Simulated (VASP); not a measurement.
# CaS (Fm-3m) in VASP: single point with PBEsol

Aim: the single point of CaS with PBEsol.

Program: VASP 6.6.1. These are calculated values, not measurements. Logs are shortened: lines on timing, memory, paths and dates and some standing lists are left out, and cuts for length are marked.

## Step 1: The cell of the first run

Symmetry: Fm-3m, No. 225, cubic system. Conventional cell: a = 5.680 Å, b = 5.680 Å, c = 5.680 Å, α = 90.00°, β = 90.00°, γ = 90.00°. Ca (site symmetry m-3m) has 6 S at 2.84 Å within 3.7 Å. S (site symmetry m-3m) has 6 Ca at 2.84 Å within 3.7 Å.

## Step 2: Single point, PBEsol

Input file INCAR:

```
SYSTEM = CaS
ALGO     = Normal         ! electronic algorithm
EDIFF    = 1E-6           ! SCF threshold, eV
ENCUT    = 500            ! plane-wave cutoff, eV
GGA      = PS             ! functional
GGA_COMPAT= .False.      
ISIF     = 2              ! what is computed and relaxed
ISMEAR   = 0              ! smearing method
LASPH    = .True.         ! aspherical terms in the spheres
LCHARG   = .False.        ! write CHGCAR
LREAL    = .False.        ! projectors in reciprocal space
LWAVE    = .False.        ! write WAVECAR
NBANDS   = 15             ! bands
NELM     = 120            ! most SCF steps
PREC     = Accurate       ! precision mode
SIGMA    = 0.05           ! smearing width, eV
```

Input file KPOINTS:

```
k-points
0
Gamma
  6 6 6
  0 0 0
```

Input file POSCAR:

```
CaS
1.0
    0.0000000000      2.8400000000      2.8400000000
    2.8400000000      0.0000000000      2.8400000000
    2.8400000000      2.8400000000      0.0000000000
Ca S
1 1
Direct
    0.0000000000      0.0000000000      0.0000000000
    0.5000000000      0.5000000000      0.5000000000
```

Potentials or basis: VASP PAW PBE potentials, release 64 (Ca_sv, S).

Run with:

```
cat potpaw_PBE.64/Ca_sv/POTCAR potpaw_PBE.64/S/POTCAR > POTCAR
mpirun -np 1 vasp_std > vasp.out
```

OUTCAR:

```text
SYSTEM = CaS
   EDIFF = 1E-6
   ENCUT = 500
   GGA = PS
   ISIF = 2
   ISMEAR = 0
   LASPH = .True.
   LREAL = .False.
   NELM = 120
   PREC = Accurate

 ion  position               nearest neighbor table
   1  0.000  0.000  0.000-   2 2.84   2 2.84   2 2.84   2 2.84   2 2.84   2 2.84
   2  0.500  0.500  0.500-   1 2.84   1 2.84   1 2.84   1 2.84   1 2.84   1 2.84

  LATTYP: Found a face centered cubic cell.
 ALAT       =     5.6800000000

  Lattice vectors:

 A1 = (   0.0000000000,   2.8400000000,   2.8400000000)
 A2 = (   2.8400000000,   0.0000000000,   2.8400000000)
 A3 = (   2.8400000000,   2.8400000000,   0.0000000000)

Analysis of symmetry for initial positions (statically):
=====================================================================
 Subroutine PRICEL returns:
 Original cell was already a primitive cell.

 Routine SETGRP: Setting up the symmetry group for a
 face centered cubic supercell.

 Subroutine GETGRP returns: Found 48 space group operations
 (whereof 48 operations were pure point group operations)
 out of a pool of 48 trial point group operations.

The static configuration has the point symmetry O_h .

Analysis of symmetry for dynamics (positions and initial velocities):
=====================================================================
 Subroutine PRICEL returns:
 Original cell was already a primitive cell.

 Routine SETGRP: Setting up the symmetry group for a
 face centered cubic supercell.

 Subroutine GETGRP returns: Found 48 space group operations
 (whereof 48 operations were pure point group operations)
 out of a pool of 48 trial point group operations.

The dynamic configuration has the point symmetry O_h .

 Subroutine INISYM returns: Found 48 space group operations
 (whereof 48 operations are pure point group operations),
 and found     1 'primitive' translations

----------------------------------------------------------------------------------------

                                     Primitive cell

  volume of cell :      45.8126

  direct lattice vectors                    reciprocal lattice vectors
     0.000000000  2.840000000  2.840000000    -0.176056338  0.176056338  0.176056338
     2.840000000  0.000000000  2.840000000     0.176056338 -0.176056338  0.176056338
     2.840000000  2.840000000  0.000000000     0.176056338  0.176056338 -0.176056338

  length of vectors
     4.016366517  4.016366517  4.016366517     0.304938522  0.304938522  0.304938522
[... 81 lines left out ...]
   TEBEG  =    0.0;   TEEND  =   0.0 temperature during run
   PSTRESS=    0.0 pullay stress
   NELECT =      16.0000    total number of electrons
   NUPDOWN=      -1.0000    fix difference up-down
   EMIN   =  10.00;   EMAX   =-10.00  energy-range for DOS
   EFERMI =   0.00;   METHOD = LEGACY
   ISMEAR =     0;   SIGMA  =   0.05  broadening in eV -4-tet -1-fermi 0-gaus
   EFERMI_NEDOS =   21; number of points for ismear=-14 and -15
   IALGO  =     38    algorithm
   IMIX   =      4    mixing-type and parameters
     AMIX     =   0.40;   BMIX     =  1.00
     AMIX_MAG =   1.60;   BMIX_MAG =  1.00
  volume/ion in A,a.u.               =      22.91       154.58
  Fermi-wavevector in a.u.,A,eV,Ry     =   1.152886  2.178639 18.084141  1.329147
  Thomas-Fermi vector in A             =   2.289534
   LORBIT       =      0    0 simple, 1 ext, 2 COOP (PROOUT), +10 PAW based schemes
   GGA     = PS    functional components
   LHFCALC =     F    Hartree Fock is set to
   AEXX    =    0.0000 exact exchange contribution
   IVDW    =     0    specifies the selected vdW correction
   LEPSILON=     F    determine dielectric tensor
   LRPA    =     F    only Hartree local field effects (RPA)
 non-spin polarized calculation
 Gauss-broadening in eV      SIGMA  =   0.05
  energy-cutoff  :      500.00
  volume of cell :       45.81
 maximum number of plane-waves:      1211
 NGX is ok and might be reduce to    30
   NGX = 15   NGY = 15   NGZ = 15

 number of electron      16.0000003 magnetization

 Free energy of the ion-electron system (eV)
  ---------------------------------------------------
  ext. energy  EPLUGINS =         0.00000000
  ---------------------------------------------------
  free energy    TOTEN  =       -10.91193441 eV

  energy without entropy =      -10.91193441  energy(sigma->0) =      -10.91193441

 E-fermi :   3.0636     XC(G=0):  -9.5401

 val. band max:        2.7058262701   @ k =   0.0000   0.0000   0.0000
 cond. band min:       4.9200775272   @ k =   0.5000   0.5000   0.0000
 fundamental gap:      2.2142512570
 Fermi energy:         3.0635695980

 k-point     1 :       0.0000    0.0000    0.0000
  band No.  band energies     occupation
      1     -36.2630      2.00000
      2     -17.3259      2.00000
      3     -17.3259      2.00000
      4     -17.3259      2.00000
      5      -8.6505      2.00000
      6       2.7058      2.00000
      7       2.7058      2.00000
      8       2.7058      2.00000
      9       6.7232      0.00000
     10       6.7901      0.00000
     11       6.7901      0.00000
     12       6.7901      0.00000
     13       7.4256      0.00000
     14       7.4256      0.00000
[... 257 lines left out ...]
      2     -17.4379      2.00000
      3     -17.3981      2.00000
      4     -17.3864      2.00000
      5      -7.9117      2.00000
      6       0.5859      2.00000
      7       1.2540      2.00000
      8       1.2822      2.00000
      9       6.2789      0.00000
     10       8.5776      0.00000
     11       8.5835      0.00000
     12       9.2429      0.00000
     13       9.5193      0.00000
     14      10.5224      0.00000
     15      12.6502      0.00000

------------------------ aborting loop because EDIFF is reached ----------------------------------------

  FORCE on cell =-STRESS in cart. coord.  units (eV):
  Direction    XX          YY          ZZ          XY          YZ          ZX
  --------------------------------------------------------------------------------------
  -------------------------------------------------------------------------------------
  Total       -0.3647238     -0.3647238     -0.3647238      0.0000000      0.0000000     -0.0000000
  in kB      -12.7552716    -12.7552716    -12.7552716      0.0000000      0.0000000     -0.0000000
  external PRESSURE =     -12.7552716 kB  Pullay stress =       0.0000000 kB

 VOLUME and BASIS-vectors are now :
 -----------------------------------------------------------------------------
  energy-cutoff  :      500.00
  volume of cell :       45.81
      direct lattice vectors                 reciprocal lattice vectors
     0.000000000  2.840000000  2.840000000    -0.176056338  0.176056338  0.176056338
     2.840000000  0.000000000  2.840000000     0.176056338 -0.176056338  0.176056338
     2.840000000  2.840000000  0.000000000     0.176056338  0.176056338 -0.176056338

 POSITION                                       TOTAL-FORCE (eV/Angst)
 -----------------------------------------------------------------------------------
      0.00000      0.00000      0.00000        -0.000000      0.000000     -0.000000
      2.84000      2.84000      2.84000         0.000000     -0.000000      0.000000
 -----------------------------------------------------------------------------------
    total drift:                               -0.000000      0.000000      0.000000

  FREE ENERGIE OF THE ION-ELECTRON SYSTEM (eV)
  ---------------------------------------------------
  free  energy   TOTEN  =       -10.9119344132 eV

  energy  without entropy=      -10.9119344132  energy(sigma->0) =      -10.91193441
```

OSZICAR:

```text
N       E                     dE             d eps       ncg     rms          rms(c)
DAV:   1     0.106306639612E+03    0.10631E+03   -0.74594E+03   480   0.975E+02
DAV:   2    -0.650316798513E+01   -0.11281E+03   -0.10675E+03   627   0.246E+02
DAV:   3    -0.109575331919E+02   -0.44544E+01   -0.44215E+01   628   0.483E+01
DAV:   4    -0.111408755329E+02   -0.18334E+00   -0.18318E+00   727   0.872E+00
DAV:   5    -0.111421117384E+02   -0.12362E-02   -0.12362E-02   614   0.827E-01    0.487E+00
DAV:   6    -0.109242030861E+02    0.21791E+00   -0.31247E-01   585   0.309E+00    0.311E+00
DAV:   7    -0.109104240770E+02    0.13779E-01   -0.86913E-02   603   0.193E+00    0.148E+00
DAV:   8    -0.109120471651E+02   -0.16231E-02   -0.13720E-02   564   0.989E-01    0.234E-01
DAV:   9    -0.109117940024E+02    0.25316E-03   -0.84149E-04   613   0.269E-01    0.727E-02
DAV:  10    -0.109119245155E+02   -0.13051E-03   -0.16695E-04   612   0.892E-02    0.167E-02
DAV:  11    -0.109119346731E+02   -0.10158E-04   -0.22663E-05   599   0.459E-02    0.134E-02
DAV:  12    -0.109119344132E+02    0.25995E-06   -0.18096E-06   556   0.883E-03
   1 F= -.10911934E+02 E0= -.10911934E+02  d E =-.229398E-25
```

Wall time 5.6 s (1 thread of Intel Xeon 6975P-C (Granite Rapids), shared host); peak memory 0.16 GiB.

Results:

* Free energy: -10.9119 eV
* Pressure: -1.3 GPa
* Band gap on the k mesh: 2.21 eV (least direct gap 3.04 eV)

Caveat: the PAW data sets were made with another functional, which shifts forces and pressure a little. A k mesh can miss the band edges.
